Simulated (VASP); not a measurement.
A run of VASP 6.6.1 is set up as follows.

File INCAR:

```
  ALGO = Normal
  EDIFF = 1E-6
  EDIFFG = -0.04
  ENCUT = 600
  GGA = PE
  IBRION = 2
  ISIF = 3
  ISMEAR = 0
  LASPH = True
  LCHARG = False
  LREAL = False
  LWAVE = False
  NELM = 80
  NSW = 90
  PREC = Accurate
  SIGMA = 0.1
```

The input KPOINTS:

```
k-points
0
Gamma
  6 6 2
```

Contents of POSCAR:

```
CdS4
1.0
    3.3643846300      0.0000000000      0.0000000000
   -1.6821923200      2.9136425600      0.0000000000
    0.0000000000      0.0000000000     10.8181161500
Cd S
1 4
Direct
    0.0000000000      0.0000000000      0.0000000000
    0.3333333300      0.6666666700      0.8658552800
    0.3333333300      0.6666666700      0.3767953500
    0.6666666700      0.3333333300      0.1341447200
    0.6666666700      0.3333333300      0.6232046500
```

Potentials or basis: VASP PAW PBE potentials, release 64 (Cd, S).

Run with:

```console
$ cat potpaw_PBE.64/Cd/POTCAR potpaw_PBE.64/S/POTCAR > POTCAR
$ mpirun -np 1 vasp_std > vasp.out
```

What does it give for the relaxed cell?

a = 3.671 Å, b = 3.671 Å, c = 8.342 Å, α = 90.00°, β = 90.00°, γ = 120.00°.

Predict the space group after relaxing (to 0.1 Å).

P-3m1 (No. 164).

The path:
| step | energy change (eV) | largest force (eV/Å) | pressure (GPa) | volume (Å³) |
| --- | --- | --- | --- | --- |
| 1 | 0.0000 | 2.6619 | 6.32 | 106.05 |
| 2 | -0.6966 | 0.7837 | -4.11 | 119.29 |
| 3 | -0.7094 | 0.6227 | -5.46 | 122.22 |
| 4 | -1.7081 | 0.9888 | -6.49 | 117.64 |
| 5 | -2.9358 | 1.1126 | -5.99 | 110.04 |
| 6 | -1.8518 | 1.1312 | 8.75 | 89.76 |
| 7 | -3.1379 | 0.8982 | -1.76 | 101.58 |
| 8 | -3.1581 | 0.9928 | -2.86 | 103.80 |
| 9 | -3.1613 | 0.9748 | -2.60 | 103.23 |
| 10 | -3.3771 | 0.6387 | 1.87 | 95.95 |
| 11 | -3.3910 | 0.5471 | 3.54 | 93.83 |
| 12 | -3.5518 | 0.1968 | 2.20 | 94.88 |
| 13 | -3.6016 | 0.2546 | 1.54 | 95.75 |
| 14 | -3.6165 | 0.0181 | -0.48 | 98.18 |
| 15 | -3.6168 | 0.0366 | -0.22 | 97.85 |
| 16 | -3.6199 | 0.0236 | -0.13 | 97.64 |
| 17 | -3.6214 | 0.0575 | 0.00 | 97.37 |
| 18 | -3.6217 | 0.0378 | -0.03 | 97.36 |

Caveat: a cell axis changed by over 15 % at a fixed basis, so the end point is rough.
